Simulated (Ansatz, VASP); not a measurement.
BiTe in VASP and in Ansatz

```
CELL_PARAMETERS angstrom
0.00000 3.19451 3.19451
3.19451 0.00000 3.19451
3.19451 3.19451 0.00000
ATOMIC_POSITIONS crystal
Bi 0.50783 0.49217 0.50783
Te 0.00000 0.00000 0.00000
```

Alike in both runs: task single point; functional PBEsol; k mesh 8 × 8 × 8; occupations gaussian, width 0.05 eV; no spin polarisation.

|  | VASP | Ansatz |
| --- | --- | --- |
| version | VASP 6.6.1 | Ansatz 0.2.0 |
| potentials or method | VASP PAW PBE potentials, release 64 (Bi_d, Te), cutoff 520 eV | scalar-relativistic, plane waves, PAW |
| valence electrons in the cell | 21 | 31 |

Ansatz gave:

```
pressure (GPa)                     : 0.1
rms of the force components (eV/Å) : 0.107
```

Question: Which values does VASP return?

Answer: Pressure (GPa): 0.1; rms of the force components (eV/Å): 0.108.

VASP's potentials were made for PBE, not for PBEsol. Atom by atom the forces differ by 0.001 eV/Å (rms over components). VASP's potentials hold 21 valence electrons a cell and Ansatz's 31, so a difference there can come from the potentials and not from the codes.

Neither program's run includes spin-orbit coupling.
